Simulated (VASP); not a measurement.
# Mo (Im-3m) in VASP: a series of runs

The runs below take Mo through single point, relaxation of cell and atoms, with PBEsol.

Everything below comes from runs of VASP 6.6.1. Logs are shortened: lines on timing, memory, paths and dates and some standing lists are left out, and cuts for length are marked.

### Step 1. The cell of the first run

The structure is cubic, space group Im-3m (No. 229). Conventional cell: a = 3.129 Å, b = 3.129 Å, c = 3.129 Å, α = 90.00°, β = 90.00°, γ = 90.00°. Within 3.6 Å of Mo (site symmetry m-3m) lie 14 Mo at 2.71 to 3.13 Å.

### Step 2. Single point, PBEsol

Contents of INCAR:

```
SYSTEM = Mo
ALGO = Normal ; EDIFF = 1E-6
ENCUT = 520 ; GGA = PS
ISIF = 2 ; ISMEAR = 0
LASPH = .True. ; LCHARG = .False.
LREAL = .False. ; LWAVE = .False.
NBANDS = 13 ; NELM = 80
PREC = Accurate ; SIGMA = 0.1
```

Contents of KPOINTS:

```
k-points
0
Gamma
  18 18 18
  0 0 0
```

Contents of POSCAR:

```
Mo
1.0
   -1.5646699817      1.5646699817      1.5646699817
    1.5646699817     -1.5646699817      1.5646699817
    1.5646699817      1.5646699817     -1.5646699817
Mo
1
Direct
    0.0000000000      0.0000000000      0.0000000000
```

Potentials or basis: VASP PAW PBE potentials, release 64 (Mo_sv).

The run is started by

```console
$ cat potpaw_PBE.64/Mo_sv/POTCAR > POTCAR
$ mpirun -np 1 vasp_std > vasp.out
```

OUTCAR:

```text
SYSTEM = Mo
   EDIFF = 1E-6
   ENCUT = 520
   GGA = PS
   ISIF = 2
   ISMEAR = 0
   LASPH = .True.
   LREAL = .False.
   NELM = 80
   PREC = Accurate

 ion  position               nearest neighbor table
   1  0.000  0.000  0.000-

  LATTYP: Found a body centered cubic cell.
 ALAT       =     3.1293399634

  Lattice vectors:

 A1 = (  -1.5646699817,   1.5646699817,   1.5646699817)
 A2 = (   1.5646699817,  -1.5646699817,   1.5646699817)
 A3 = (   1.5646699817,   1.5646699817,  -1.5646699817)

Analysis of symmetry for initial positions (statically):
=====================================================================
 Subroutine PRICEL returns:
 Original cell was already a primitive cell.

 Routine SETGRP: Setting up the symmetry group for a
 body centered cubic supercell.

 Subroutine GETGRP returns: Found 48 space group operations
 (whereof 48 operations were pure point group operations)
 out of a pool of 48 trial point group operations.

The static configuration has the point symmetry O_h .

Analysis of symmetry for dynamics (positions and initial velocities):
=====================================================================
 Subroutine PRICEL returns:
 Original cell was already a primitive cell.

 Routine SETGRP: Setting up the symmetry group for a
 body centered cubic supercell.

 Subroutine GETGRP returns: Found 48 space group operations
 (whereof 48 operations were pure point group operations)
 out of a pool of 48 trial point group operations.

The dynamic configuration has the point symmetry O_h .

 Subroutine INISYM returns: Found 48 space group operations
 (whereof 48 operations are pure point group operations),
 and found     1 'primitive' translations

----------------------------------------------------------------------------------------

                                     Primitive cell

  volume of cell :      15.3225

  direct lattice vectors                    reciprocal lattice vectors
    -1.564669982  1.564669982  1.564669982     0.000000000  0.319556204  0.319556204
     1.564669982 -1.564669982  1.564669982     0.319556204  0.000000000  0.319556204
     1.564669982  1.564669982 -1.564669982     0.319556204  0.319556204  0.000000000

  length of vectors
     2.710087905  2.710087905  2.710087905     0.451920718  0.451920718  0.451920718

  position of ions in fractional coordinates (direct lattice)
     0.000000000  0.000000000  0.000000000

  ion indices of the primitive-cell ions
[... 81 lines left out ...]
   ISYM   =      2    0-nonsym 1-usesym 2-fastsym
   POTIM  = 0.5000    time-step for ionic-motion
   TEBEG  =    0.0;   TEEND  =   0.0 temperature during run
   PSTRESS=    0.0 pullay stress
   NELECT =      14.0000    total number of electrons
   NUPDOWN=      -1.0000    fix difference up-down
   EMIN   =  10.00;   EMAX   =-10.00  energy-range for DOS
   EFERMI =   0.00;   METHOD = LEGACY
   ISMEAR =     0;   SIGMA  =   0.10  broadening in eV -4-tet -1-fermi 0-gaus
   EFERMI_NEDOS =   21; number of points for ismear=-14 and -15
   IALGO  =     38    algorithm
   IMIX   =      4    mixing-type and parameters
     AMIX     =   0.40;   BMIX     =  1.00
     AMIX_MAG =   1.60;   BMIX_MAG =  1.00
  volume/ion in A,a.u.               =      15.32       103.40
  Fermi-wavevector in a.u.,A,eV,Ry     =   1.588576  3.001974 34.335320  2.523575
  Thomas-Fermi vector in A             =   2.687559
   LORBIT       =      0    0 simple, 1 ext, 2 COOP (PROOUT), +10 PAW based schemes
   GGA     = PS    functional components
   LHFCALC =     F    Hartree Fock is set to
   AEXX    =    0.0000 exact exchange contribution
   IVDW    =     0    specifies the selected vdW correction
   LEPSILON=     F    determine dielectric tensor
   LRPA    =     F    only Hartree local field effects (RPA)
 non-spin polarized calculation
 Gauss-broadening in eV      SIGMA  =   0.10
  energy-cutoff  :      520.00
  volume of cell :       15.32
 maximum number of plane-waves:       426
   NGX =  9   NGY =  9   NGZ =  9

 number of electron      13.9999998 magnetization

 Free energy of the ion-electron system (eV)
  ---------------------------------------------------
  ext. energy  EPLUGINS =         0.00000000
  ---------------------------------------------------
  free energy    TOTEN  =       -11.77799177 eV

  energy without entropy =      -11.77567830  energy(sigma->0) =      -11.77683504

 E-fermi :  12.8082     XC(G=0): -13.6418

 val. band max:       12.8067358155   @ k =  -0.3889   0.4444   0.2778
 cond. band min:      12.8125679383   @ k =   0.3889   0.1111  -0.0000
 fundamental gap:      0.0058321228
 Fermi energy:        12.8081542886

 k-point     1 :       0.0000    0.0000    0.0000
  band No.  band energies     occupation
      1     -48.4080      2.00000
      2     -21.6473      2.00000
      3     -21.6473      2.00000
      4     -21.6473      2.00000
      5       5.4383      2.00000
      6      11.3831      2.00000
      7      11.3831      2.00000
      8      11.3831      2.00000
      9      14.4727      0.00000
     10      14.4727      0.00000
     11      27.6260      0.00000
     12      27.6260      0.00000
     13      27.6260      0.00000
[... 354 lines left out ...]
  band No.  band energies     occupation
      1     -48.1188      2.00000
      2     -23.0565      2.00000
      3     -22.1668      2.00000
      4     -21.7260      2.00000
      5       7.7418      2.00000
      6       9.4451      2.00000
      7      12.8126      0.95023
      8      14.3889      0.00000
      9      15.5670      0.00000
     10      18.3547      0.00000
     11      24.7530      0.00000
     12      25.6553      0.00000
     13      30.0135      0.00000

 [... further k-points ...]

------------------------ aborting loop because EDIFF is reached ----------------------------------------

  FORCE on cell =-STRESS in cart. coord.  units (eV):
  Direction    XX          YY          ZZ          XY          YZ          ZX
  --------------------------------------------------------------------------------------
  -------------------------------------------------------------------------------------
  Total        0.0524643      0.0524643      0.0524643     -0.0000000     -0.0000000      0.0000000
  in kB        5.4858771      5.4858771      5.4858771     -0.0000000     -0.0000000      0.0000000
  external PRESSURE =       5.4858771 kB  Pullay stress =       0.0000000 kB

 VOLUME and BASIS-vectors are now :
 -----------------------------------------------------------------------------
  energy-cutoff  :      520.00
  volume of cell :       15.32
      direct lattice vectors                 reciprocal lattice vectors
    -1.564669982  1.564669982  1.564669982     0.000000000  0.319556204  0.319556204
     1.564669982 -1.564669982  1.564669982     0.319556204  0.000000000  0.319556204
     1.564669982  1.564669982 -1.564669982     0.319556204  0.319556204  0.000000000

 POSITION                                       TOTAL-FORCE (eV/Angst)
 -----------------------------------------------------------------------------------
      0.00000      0.00000      0.00000        -0.000000     -0.000000      0.000000
 -----------------------------------------------------------------------------------
    total drift:                                0.000000     -0.000000      0.000000

  FREE ENERGIE OF THE ION-ELECTRON SYSTEM (eV)
  ---------------------------------------------------
  free  energy   TOTEN  =       -11.7779917703 eV

  energy  without entropy=      -11.7756783031  energy(sigma->0) =      -11.77683504
```

OSZICAR:

```text
N       E                     dE             d eps       ncg     rms          rms(c)
DAV:   1     0.911755095494E+02    0.91176E+02   -0.81088E+03  5125   0.111E+03
DAV:   2    -0.113288425580E+02   -0.10250E+03   -0.98483E+02  5865   0.312E+02
DAV:   3    -0.125244716714E+02   -0.11956E+01   -0.11918E+01  5580   0.334E+01
DAV:   4    -0.125271234675E+02   -0.26518E-02   -0.26517E-02  5770   0.191E+00
DAV:   5    -0.125271402099E+02   -0.16742E-04   -0.16743E-04  5715   0.134E-01    0.166E+01
DAV:   6    -0.118782709143E+02    0.64887E+00   -0.77229E-01  5225   0.108E+01    0.455E+00
DAV:   7    -0.117839210503E+02    0.94350E-01   -0.15129E-01  5640   0.452E+00    0.943E-01
DAV:   8    -0.117779738196E+02    0.59472E-02   -0.40087E-03  5265   0.810E-01    0.209E-01
DAV:   9    -0.117779845179E+02   -0.10698E-04   -0.86870E-05  5930   0.113E-01    0.910E-02
DAV:  10    -0.117779915501E+02   -0.70322E-05   -0.86546E-06  5310   0.342E-02    0.523E-03
DAV:  11    -0.117779917703E+02   -0.22022E-06   -0.84723E-08  2850   0.320E-03
   1 F= -.11777992E+02 E0= -.11776835E+02  d E =-.231347E-02
```

stdout:

```text
POSCAR found type information on POSCAR Mo
 POSCAR found :  1 types and       1 ions
 scaLAPACK will be used
 -----------------------------------------------------------------------------
|                                                                             |
|                                                                             |
|     You enforced a specific xc type in the INCAR file but a different       |
|     I HOPE YOU KNOW WHAT YOU ARE DOING!                                     |
|                                                                             |
 -----------------------------------------------------------------------------

 LDA part: xc-table for (Slater+PW92), standard interpolation
 POSCAR, INCAR and KPOINTS ok, starting setup
 FFT: planning ... GRIDC
 FFT: planning ... GRID_SOFT
 FFT: planning ... GRID
 WAVECAR not read
 entering main loop
```

Wall time 11 s (1 thread of Intel Xeon 6975P-C (Granite Rapids), shared host); peak memory 0.15 GiB.

What came out:

* Free energy: -11.7780 eV
* Pressure: 0.5 GPa
* Band gap on the k mesh: zero (band 7 reaches 16.92 eV, above the bottom of band 8 at 11.38 eV)

Levels at points of the mesh, in eV from the Fermi level:
```
           k point  band 5  band 6  band 7  band 8  band 9  band 10
(0.00, 0.00, 0.00)   -7.37   -1.43   -1.43   -1.43    1.66     1.66
(0.50, 0.00, 0.00)   -5.49   -3.53    1.66    1.71    2.36     4.90
(0.50, 0.50, 0.50)   -5.64   -5.64    4.11    4.11    4.11     9.16
```

Caveat: the PAW data sets were made with another functional, which shifts forces and pressure a little.

### Step 3. Relaxation of cell and atoms, PBEsol

This run uses another cell than the first one, of 15.36 Å³/atom, 1.002 times its volume.

Contents of INCAR:

```
ALGO = Normal
EDIFF = 1E-7
EDIFFG = -0.01
ENCUT = 600
GGA = PS
IBRION = 2
ISIF = 3
ISMEAR = 0
LASPH = True
LCHARG = False
LREAL = False
LWAVE = False
NELM = 80
NSW = 100
PREC = Accurate
SIGMA = 0.1
```

Contents of KPOINTS:

```
k-points
0
Gamma
  18 18 18
```

Contents of POSCAR:

```
Mo
1.0
   -1.5658766099      1.5658766099      1.5658766099
    1.5658766099     -1.5658766099      1.5658766099
    1.5658766099      1.5658766099     -1.5658766099
Mo
1
Direct
    0.0000000000      0.0000000000      0.0000000000
```

Potentials or basis: VASP PAW PBE potentials, release 64 (Mo_sv).

The run is started by

```console
$ cat potpaw_PBE.64/Mo_sv/POTCAR > POTCAR
$ mpirun -np 1 vasp_std > vasp.out
```

It took 20 s on 1 thread of Intel Xeon 6975P-C (Granite Rapids), shared host; peak memory 0.17 GiB.

It converged, with:

| Item | Value |
| --- | --- |
| Free energy | -11.7782 eV |
| Relaxed volume | 15.35 Å³/atom |
| Relaxed cell | a = 2.712 Å, b = 2.712 Å, c = 2.712 Å, α = 109.47°, β = 109.47°, γ = 109.47° |
| Space group after relaxing (to 0.05 Å) | Im-3m (No. 229) |
| Energy gained by relaxing | 0.0 meV/atom |
| Ionic steps | 3 |
| Pressure after relaxing | 0.0 GPa |
| Band gap on the k mesh | zero (band 7 reaches 16.88 eV, above the bottom of band 8 at 11.36 eV) |

Final structure:
```yaml
crystal:
  lattice:
    - [-1.56550, 1.56550, 1.56550]
    - [1.56550, -1.56550, 1.56550]
    - [1.56550, 1.56550, -1.56550]
  atoms:
    - { symbol: Mo, position: [0.00000, 0.00000, 0.00000] }
```

Levels at points of the mesh, in eV from the Fermi level:
| k point | band 4 | band 5 | band 6 | band 7 | band 8 | band 9 | band 10 | band 11 |
| --- | --- | --- | --- | --- | --- | --- | --- | --- |
| (0.00, 0.00, 0.00) | -34.46 | -7.36 | -1.42 | -1.42 | -1.42 | 1.66 | 1.66 | 14.82 |
| (0.50, 0.00, 0.00) | -34.47 | -5.48 | -3.52 | 1.66 | 1.71 | 2.35 | 4.89 | 11.90 |
| (0.50, 0.50, 0.50) | -35.49 | -5.63 | -5.63 | 4.10 | 4.10 | 4.10 | 9.15 | 9.15 |

Caveat: the PAW data sets were made with another functional, which shifts forces and pressure a little.

### Step 4. Single point, PBEsol

Contents of INCAR:

```
ALGO = Normal
EDIFF = 1E-7
ENCUT = 520
GGA = PS
ISIF = 2
ISMEAR = 0
LASPH = True
LCHARG = True
LELF = True
LREAL = False
LVHAR = True
LWAVE = False
NBANDS = 13
NELM = 60
PREC = Accurate
SIGMA = 0.1
```

Contents of KPOINTS:

```
k-points
0
Gamma
  24 24 24
```

Contents of POSCAR:

```
Mo
1.0
   -1.5648082696      1.5648082696      1.5648082696
    1.5648082696     -1.5648082696      1.5648082696
    1.5648082696      1.5648082696     -1.5648082696
Mo
1
Direct
    0.0000000000      0.0000000000      0.0000000000
```

Potentials or basis: VASP PAW PBE potentials, release 64 (Mo_sv).

The run is started by

```console
$ cat potpaw_PBE.64/Mo_sv/POTCAR > POTCAR
$ mpirun -np 1 vasp_std > vasp.out
```

OUTCAR:

```text
EDIFF = 1E-7
   ENCUT = 520
   GGA = PS
   ISIF = 2
   ISMEAR = 0
   LASPH = True
   LREAL = False
   NELM = 60
   PREC = Accurate

 ion  position               nearest neighbor table
   1  0.000  0.000  0.000-

  LATTYP: Found a body centered cubic cell.
 ALAT       =     3.1296165392

  Lattice vectors:

 A1 = (  -1.5648082696,   1.5648082696,   1.5648082696)
 A2 = (   1.5648082696,  -1.5648082696,   1.5648082696)
[... 562 lines left out ...]
     12      24.9134      0.00000
     13      30.2796      0.00000

 [... further k-points ...]

------------------------ aborting loop because EDIFF is reached ----------------------------------------

  FORCE on cell =-STRESS in cart. coord.  units (eV):
  Direction    XX          YY          ZZ          XY          YZ          ZX
  --------------------------------------------------------------------------------------
  -------------------------------------------------------------------------------------
  Total        0.0526180      0.0526180      0.0526180      0.0000000      0.0000000      0.0000000
  in kB        5.5004898      5.5004898      5.5004898      0.0000000      0.0000000      0.0000000
  external PRESSURE =       5.5004898 kB  Pullay stress =       0.0000000 kB

 VOLUME and BASIS-vectors are now :
 -----------------------------------------------------------------------------
  energy-cutoff  :      520.00
  volume of cell :       15.33
      direct lattice vectors                 reciprocal lattice vectors
    -1.564808270  1.564808270  1.564808270     0.000000000  0.319527964  0.319527964
     1.564808270 -1.564808270  1.564808270     0.319527964  0.000000000  0.319527964
     1.564808270  1.564808270 -1.564808270     0.319527964  0.319527964  0.000000000

 POSITION                                       TOTAL-FORCE (eV/Angst)
 -----------------------------------------------------------------------------------
      0.00000      0.00000      0.00000        -0.000000      0.000000     -0.000000
 -----------------------------------------------------------------------------------
    total drift:                                0.000000      0.000000      0.000000

  FREE ENERGIE OF THE ION-ELECTRON SYSTEM (eV)
  ---------------------------------------------------
  free  energy   TOTEN  =       -11.7794204413 eV

  energy  without entropy=      -11.7759641196  energy(sigma->0) =      -11.77769228
```

OSZICAR:

```text
N       E                     dE             d eps       ncg     rms          rms(c)
DAV:   1     0.917117466315E+02    0.91712E+02   -0.80435E+03 10850   0.111E+03
DAV:   2    -0.113696550314E+02   -0.10308E+03   -0.99139E+02 12308   0.312E+02
DAV:   3    -0.125315878295E+02   -0.11619E+01   -0.11591E+01 12063   0.329E+01
DAV:   4    -0.125341282031E+02   -0.25404E-02   -0.25403E-02 11978   0.187E+00
DAV:   5    -0.125341438248E+02   -0.15622E-04   -0.15623E-04 12183   0.131E-01    0.166E+01
DAV:   6    -0.118811784701E+02    0.65297E+00   -0.77205E-01 11068   0.108E+01    0.454E+00
DAV:   7    -0.117851272896E+02    0.96051E-01   -0.15656E-01 11958   0.460E+00    0.961E-01
DAV:   8    -0.117794733130E+02    0.56540E-02   -0.42991E-03 11088   0.841E-01    0.186E-01
DAV:   9    -0.117794147962E+02    0.58517E-04   -0.12466E-04 12608   0.136E-01    0.767E-02
DAV:  10    -0.117794202824E+02   -0.54861E-05   -0.11347E-05 11163   0.403E-02    0.375E-03
DAV:  11    -0.117794205180E+02   -0.23561E-06   -0.12473E-07  9561   0.388E-03    0.907E-04
DAV:  12    -0.117794204413E+02    0.76689E-07   -0.91197E-09  5754   0.120E-03
   1 F= -.11779420E+02 E0= -.11777692E+02  d E =-.345632E-02
```

Wall time 36 s (1 thread of Intel Xeon 6975P-C, shared host); peak memory 0.19 GiB.

Results:

```
Free energy            : -11.7794 eV
Pressure               : 0.6 GPa
Band gap on the k mesh : zero (band 7 reaches 16.91 eV, above the bottom of band 8 at 11.38 eV)
```

Caveat: the PAW data sets were made with another functional, which shifts forces and pressure a little.

(Continued in part 2 of 2.)
